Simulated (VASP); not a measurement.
# C (C222_1) in VASP: notebook

Runs on C. Level: LDA. Tasks: single point.

The COD entry that gives the cell may itself be a prediction, so a difference from it is no test against experiment.

Program: VASP 6.6.1. These are calculated values, not measurements. Logs are shortened: lines on timing, memory, paths and dates and some standing lists are left out, and cuts for length are marked.

## Step 1: The cell of the first run

The structure is orthorhombic, space group C222_1 (No. 20). The conventional cell has a = 2.490 Å, b = 4.312 Å, c = 8.214 Å, α = 90.00°, β = 90.00°, γ = 90.00°. C (site symmetry 1) has 4 C at 1.51 to 1.54 Å within 2.0 Å. C (site symmetry 1) has 4 C at 1.51 to 1.56 Å within 2.0 Å.

## Step 2: Single point, LDA (mode 4 frozen in at -0.114 Å and mode 5 at +0.000 Å (largest displacements))

INCAR

```
ALGO = Normal ; EDIFF = 1E-6
ENCUT = 520 ; GGA = CA
ISIF = 2 ; ISMEAR = 0
LASPH = True ; LCHARG = False
LREAL = False ; LWAVE = False
NBANDS = 26 ; NELM = 100
PREC = Accurate ; SIGMA = 0.05
```

KPOINTS

```
k-points
0
Gamma
  12 12 4
```

POSCAR

```
C
1.0
    2.4896249417      0.0000000000      0.0000000000
   -1.2448124708      2.1560784454      0.0000000000
    0.0000000000      0.0000000000      8.2142660865
C
8
Direct
   -0.0457900297      0.0000000000      0.0929365318
    0.0457900297      0.0000000000      0.5929365318
    0.0457900297      0.0000000000      0.4070634682
   -0.0457900297      0.0000000000      0.9070634682
    0.2953948548      0.6666666667      0.1555443640
    0.7046051452      0.3333333333      0.6555443640
    0.3712718118      0.6666666667      0.3444556360
    0.6287281882      0.3333333333      0.8444556360
```

Potentials or basis: VASP PAW LDA potentials, release 64 (C).

Started as:

```
cat potpaw_LDA.64/C/POTCAR > POTCAR
mpirun -np 1 vasp_std > vasp.out
```

OUTCAR:

```text
EDIFF = 1E-6
   ENCUT = 520
   GGA = CA
   ISIF = 2
   ISMEAR = 0
   LASPH = True
   LREAL = False
   NELM = 100
   PREC = Accurate

 ion  position               nearest neighbor table
   1  0.954  0.000  0.093-   5 1.51   5 1.53   4 1.53   5 1.54
   2  0.046  0.000  0.593-   6 1.51   6 1.53   3 1.53   6 1.54
   3  0.046  0.000  0.407-   7 1.51   7 1.53   2 1.53   7 1.54
   4  0.954  0.000  0.907-   8 1.51   8 1.53   1 1.53   8 1.54
   5  0.295  0.667  0.156-   1 1.51   1 1.53   1 1.54   7 1.56
   6  0.705  0.333  0.656-   2 1.51   2 1.53   2 1.54   8 1.56
   7  0.371  0.667  0.344-   3 1.51   3 1.53   3 1.54   5 1.56
   8  0.629  0.333  0.844-   4 1.51   4 1.53   4 1.54   6 1.56

  LATTYP: Found a hexagonal cell.
 ALAT       =     2.4896249417
 C/A-ratio  =     3.2993990175

  Lattice vectors:

 A1 = (   2.4896249417,   0.0000000000,   0.0000000000)
 A2 = (  -1.2448124708,   2.1560784454,   0.0000000000)
 A3 = (   0.0000000000,   0.0000000000,   8.2142660865)

Analysis of symmetry for initial positions (statically):
=====================================================================
 Subroutine PRICEL returns:
 Original cell was already a primitive cell.

 Routine SETGRP: Setting up the symmetry group for a
 hexagonal supercell.

 Subroutine GETGRP returns: Found  4 space group operations
 (whereof  2 operations were pure point group operations)
 out of a pool of 24 trial point group operations.

The static configuration has the point symmetry C_2 .
 The point group associated with its full space group is D_2 .

Analysis of symmetry for dynamics (positions and initial velocities):
=====================================================================
 Subroutine PRICEL returns:
 Original cell was already a primitive cell.

 Routine SETGRP: Setting up the symmetry group for a
 hexagonal supercell.

 Subroutine GETGRP returns: Found  4 space group operations
 (whereof  2 operations were pure point group operations)
 out of a pool of 24 trial point group operations.

The dynamic configuration has the point symmetry C_2 .
 The point group associated with its full space group is D_2 .

[... 109 lines left out ...]
   NELM   =    100;   NELMIN=  2; NELMDL= -5     # of ELM steps
   EDIFF  = 0.1E-05   stopping-criterion for ELM
   LREAL  =      F    real-space projection
   EDIFFG = 0.1E-04   stopping-criterion for IOM
   NSW    =      0    number of steps for IOM
   IBRION =     -1    ionic relax: 0-MD 1-quasi-New 2-CG
   NFREE  =      0    steps in history (QN), initial steepest desc. (CG)
   ISIF   =      2    stress and relaxation
   ISYM   =      2    0-nonsym 1-usesym 2-fastsym
   POTIM  = 0.5000    time-step for ionic-motion
   TEBEG  =    0.0;   TEEND  =   0.0 temperature during run
   PSTRESS=    0.0 pullay stress
   NELECT =      32.0000    total number of electrons
   NUPDOWN=      -1.0000    fix difference up-down
   EMIN   =  10.00;   EMAX   =-10.00  energy-range for DOS
   EFERMI =   0.00;   METHOD = LEGACY
   ISMEAR =     0;   SIGMA  =   0.05  broadening in eV -4-tet -1-fermi 0-gaus
   EFERMI_NEDOS =   21; number of points for ismear=-14 and -15
   IALGO  =     38    algorithm
   IMIX   =      4    mixing-type and parameters
     AMIX     =   0.40;   BMIX     =  1.00
     AMIX_MAG =   1.60;   BMIX_MAG =  1.00
  volume/ion in A,a.u.               =       5.51        37.19
  Fermi-wavevector in a.u.,A,eV,Ry     =   1.471191  2.780148 29.448492  2.164403
  Thomas-Fermi vector in A             =   2.586357
   LORBIT       =      0    0 simple, 1 ext, 2 COOP (PROOUT), +10 PAW based schemes
   GGA     = CA    functional components
   LHFCALC =     F    Hartree Fock is set to
   AEXX    =    0.0000 exact exchange contribution
   IVDW    =     0    specifies the selected vdW correction
   LEPSILON=     F    determine dielectric tensor
   LRPA    =     F    only Hartree local field effects (RPA)
 non-spin polarized calculation
 Gauss-broadening in eV      SIGMA  =   0.05
  energy-cutoff  :      520.00
  volume of cell :       44.09
 maximum number of plane-waves:      1204
   NGX =  9   NGY =  9   NGZ = 31

 number of electron      31.9999997 magnetization

 Free energy of the ion-electron system (eV)
  ---------------------------------------------------
  ext. energy  EPLUGINS =         0.00000000
  ---------------------------------------------------
  free energy    TOTEN  =       -80.60787311 eV

  energy without entropy =      -80.60787311  energy(sigma->0) =      -80.60787311

 E-fermi :  10.4630     XC(G=0): -13.6409

 val. band max:       10.2650622170   @ k =   0.0000   0.0000   0.0000
 cond. band min:      14.8624559894   @ k =   0.4167   0.0000   0.0000
 fundamental gap:      4.5973937723
 Fermi energy:        10.4629569883

 k-point     1 :       0.0000    0.0000    0.0000
  band No.  band energies     occupation
      1     -11.5677      2.00000
      2      -9.9001      2.00000
      3      -9.7804      2.00000
      4      -5.6810      2.00000
      5      -3.5198      2.00000
      6       3.3317      2.00000
[... 685 lines left out ...]
     25      21.8621      0.00000
     26      22.3951      0.00000

 [... further k-points ...]

------------------------ aborting loop because EDIFF is reached ----------------------------------------

  FORCE on cell =-STRESS in cart. coord.  units (eV):
  Direction    XX          YY          ZZ          XY          YZ          ZX
  --------------------------------------------------------------------------------------
  -------------------------------------------------------------------------------------
  Total        0.1962846      0.6745033      0.5978033      0.0000000      0.0000000      0.0000000
  in kB        7.1322996     24.5091042     21.7220927      0.0000000      0.0000000      0.0000000
  external PRESSURE =      17.7878321 kB  Pullay stress =       0.0000000 kB

 VOLUME and BASIS-vectors are now :
 -----------------------------------------------------------------------------
  energy-cutoff  :      520.00
  volume of cell :       44.09
      direct lattice vectors                 reciprocal lattice vectors
     2.489624942  0.000000000  0.000000000     0.401666927  0.231902508  0.000000000
    -1.244812471  2.156078445  0.000000000     0.000000000  0.463805017  0.000000000
     0.000000000  0.000000000  8.214266087     0.000000000  0.000000000  0.121739421

 POSITION                                       TOTAL-FORCE (eV/Angst)
 -----------------------------------------------------------------------------------
      2.37562      0.00000      0.76341         0.790610      0.038798      0.005532
      0.11400      0.00000      4.87054        -0.790610     -0.038798      0.005532
      0.11400      0.00000      3.34373        -0.790610      0.038798     -0.005532
      2.37562      0.00000      7.45086         0.790610     -0.038798     -0.005532
     -0.09445      1.43739      1.27768         0.637212     -0.053418      0.039412
      1.33927      0.71869      5.38482        -0.637212      0.053418      0.039412
      0.09445      1.43739      2.82945        -0.637212     -0.053418     -0.039412
      1.15036      0.71869      6.93658         0.637212      0.053418     -0.039412
 -----------------------------------------------------------------------------------
    total drift:                                0.000000      0.000000      0.000000

  FREE ENERGIE OF THE ION-ELECTRON SYSTEM (eV)
  ---------------------------------------------------
  free  energy   TOTEN  =       -80.6078731126 eV

  energy  without entropy=      -80.6078731126  energy(sigma->0) =      -80.60787311
```

Run time: 1.9 min. Hardware: 1 thread of Intel Xeon Platinum 8259CL at 2.50GHz (Skylake/Cascade Lake), shared host; peak memory 0.21 GiB.

What came out:

```
Free energy            : -80.6079 eV
Pressure               : 1.8 GPa
Largest force          : 0.792 eV/Å
Band gap on the k mesh : 4.60 eV, indirect (least direct gap 5.36 eV)
```

Forces on the atoms (eV/Å):
```
C    0.791  0.039  0.006
C   -0.791 -0.039  0.006
C   -0.791  0.039 -0.006
C    0.791 -0.039 -0.006
C    0.637 -0.053  0.039
C   -0.637  0.053  0.039
C   -0.637 -0.053 -0.039
C    0.637  0.053 -0.039
```

Caveat: the cell differs from its parent crystal (mode 4 frozen in at -0.114 Å and mode 5 at +0.000 Å (largest displacements)). A k mesh can miss the band edges.

## Step 3: Single point, LDA (mode 4 frozen in at -0.086 Å and mode 5 at +0.000 Å (largest displacements))

INCAR

```
SYSTEM = C
PREC = Accurate ; ENCUT = 520
EDIFF = 1E-7 ; ISMEAR = 0
SIGMA = 0.05 ; LREAL = .False.
LASPH = .True. ; NELM = 80
ALGO = Normal ; ISIF = 2
LWAVE = .False. ; LCHARG = .False.
NBANDS = 26
```

KPOINTS

```
Automatic mesh
0
Gamma
  12 12 4
  0 0 0
```

POSCAR

```
C
1.0
    2.4896249417      0.0000000000      0.0000000000
   -1.2448124708      2.1560784454      0.0000000000
    0.0000000000      0.0000000000      8.2142660865
C
8
Direct
   -0.0343425223      0.0000000000      0.0929365318
    0.0343425223      0.0000000000      0.5929365318
    0.0343425223      0.0000000000      0.4070634682
   -0.0343425223      0.0000000000      0.9070634682
    0.3048794745      0.6666666667      0.1555443640
    0.6951205255      0.3333333333      0.6555443640
    0.3617871922      0.6666666667      0.3444556360
    0.6382128078      0.3333333333      0.8444556360
```

Potentials or basis: VASP PAW LDA potentials, release 64 (C).

Started as:

```
cat potpaw_LDA.64/C/POTCAR > POTCAR
mpirun -np 1 vasp_std > vasp.out
```

Run time: 2.2 min. Hardware: 1 thread of Intel Xeon Platinum 8259CL at 2.50GHz (Skylake/Cascade Lake), shared host; peak memory 0.21 GiB.

Results (log left out):

```yaml
Free_energy: -80.7393 eV
Pressure: 1.7 GPa
Largest_force: 0.592 eV/Å
Band_gap_on_the_k_mesh: 4.59 eV, indirect (least direct gap 5.34 eV)
```

Forces in eV/Å, atoms in the order of the input:
```
C    0.592  0.022  0.003
C   -0.592 -0.022  0.003
C   -0.592  0.022 -0.003
C    0.592 -0.022 -0.003
C    0.478 -0.030  0.027
C   -0.478  0.030  0.027
C   -0.478 -0.030 -0.027
C    0.478  0.030 -0.027
```

Stress tensor (GPa, compression positive):
```
1.15 0.00 0.00
0.00 2.13 0.00
0.00 0.00 1.91
```

Levels at points of the mesh, in eV from the valence-band top:
```csv
k point,band 12,band 13,band 14,band 15,band 16,band 17,band 18,band 19,band 20,band 21
"(0.00, 0.00, 0.00)",-1.65,-1.61,-0.15,-0.05,0.00,5.34,5.36,5.47,7.16,7.19
"(0.50, 0.00, 0.00)",-5.19,-5.01,-4.67,-3.70,-3.04,4.67,5.42,6.05,6.23,6.60
"(0.00, 0.50, 0.00)",-5.22,-5.00,-4.76,-3.69,-3.08,4.73,5.66,5.97,6.16,6.77
"(0.00, 0.00, 0.50)",-2.60,-0.67,-0.67,-0.65,-0.65,6.11,6.11,6.12,6.12,6.82
"(0.50, 0.00, 0.50)",-6.14,-4.77,-4.77,-3.74,-3.74,5.00,5.00,6.74,6.74,7.74
"(0.00, 0.50, 0.50)",-6.10,-4.84,-4.84,-3.74,-3.74,5.07,5.07,7.01,7.01,7.55
```

Caveat: the cell differs from its parent crystal (mode 4 frozen in at -0.086 Å and mode 5 at +0.000 Å (largest displacements)). A k mesh can miss the band edges.
